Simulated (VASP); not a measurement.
Al16O25 (a cell with a defect), 41 atoms in the cell. The cell holds a defect, 41 atoms: a = 5.181 Å, b = 10.361 Å, c = 10.361 Å, α = 55.29°, β = 55.29°, γ = 55.29°. 

- Program: VASP 6.6.1
- Task: single point
- Functional: PBE
- Potentials or basis: VASP PAW PBE potentials, release 64 (Al, O_h)
- Cutoff: 1000 eV
- k mesh: 1 × 1 × 1
- Occupations: fermi-dirac, width 0.01 eV
- Spin: no spin polarisation
- Dipole correction: no
- Further INCAR settings: LREAL = Auto; ALGO = Normal; EDIFF = 1e-06; NBANDS = 125

Potentials or basis: VASP PAW PBE potentials, release 64 (Al, O_h).

Launch:

```console
$ cat potpaw_PBE.64/Al/POTCAR potpaw_PBE.64/O_h/POTCAR > POTCAR
$ mpirun -np 1 vasp_gam > vasp.out
```

Hardware: 1 thread of Intel(R) Xeon(R) Platinum 8259CL CPU @ 2.50GHz (Skylake/Cascade Lake) (shared host).

How long does it take, and how much memory?

Run time: 5.6 min on 1 thread of Intel(R) Xeon(R) Platinum 8259CL CPU @ 2.50GHz (Skylake/Cascade Lake), on a shared host, peak memory 1 GiB. Counts: scf iterations 16, k points 1.
